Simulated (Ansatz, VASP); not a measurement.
## BiTe in VASP and in Ansatz

The input INCAR:

```
  PREC = Accurate
  ENCUT = 520
  EDIFF = 1E-7
  ISMEAR = 0
  SIGMA = 0.1
  LREAL = False
  LASPH = True
  NELM = 100
  ALGO = Normal
  ISIF = 2
  LWAVE = False
  LCHARG = True
  GGA = PE
  LELF = True
  LVHAR = True
  NBANDS = 18
```

The input KPOINTS:

```
Automatic mesh
0
Gamma
  2 2 2
```

POSCAR

```
BiTe
1.0
    0.0000000000      3.2350000000      3.2350000000
    3.2350000000      0.0000000000      3.2350000000
    3.2350000000      3.2350000000      0.0000000000
Bi Te
1 1
Direct
    0.0000000000      0.0000000000      0.0000000000
    0.5000000000      0.5000000000      0.5000000000
```

Input for Ansatz:

```yaml
crystal:
  lattice:
    - [0.0, 3.235, 3.235]
    - [3.235, 0.0, 3.235]
    - [3.235, 3.235, 0.0]
  atoms:
    - { symbol: Bi, position: [0.0, 0.0, 0.0] }
    - { symbol: Te, position: [0.5, 0.5, 0.5] }
basis:
  ecutwfc: 420
kpoints:
  mp_grid: { grid: [2, 2, 2] }
hamiltonian:
  xc: pbe
scf:
  occupations: { method: gaussian, width: 0.1 }
output:
  forces: true
  stress: true
  eigenvalues: true
```

Alike in both runs: task single point; functional PBE; k mesh 2 × 2 × 2; occupations gaussian, width 0.1 eV; no spin polarisation.

|  | VASP | Ansatz |
| --- | --- | --- |
| version | VASP 6.6.1 | Ansatz 0.2.0 |
| potentials or method | VASP PAW PBE potentials, release 64 (Bi_d, Te), cutoff 520 eV | scalar-relativistic, plane waves, PAW |
| valence electrons in the cell | 21 | 31 |

```tsv
	VASP	Ansatz	Ansatz less VASP
pressure (GPa)	6.3	6.4	+0.04
```

VASP's potentials hold 21 valence electrons a cell and Ansatz's 31, so a difference there can come from the potentials and not from the codes.

The k mesh is coarse, so the values compare programs but aren't converged. Spin-orbit coupling is off throughout.
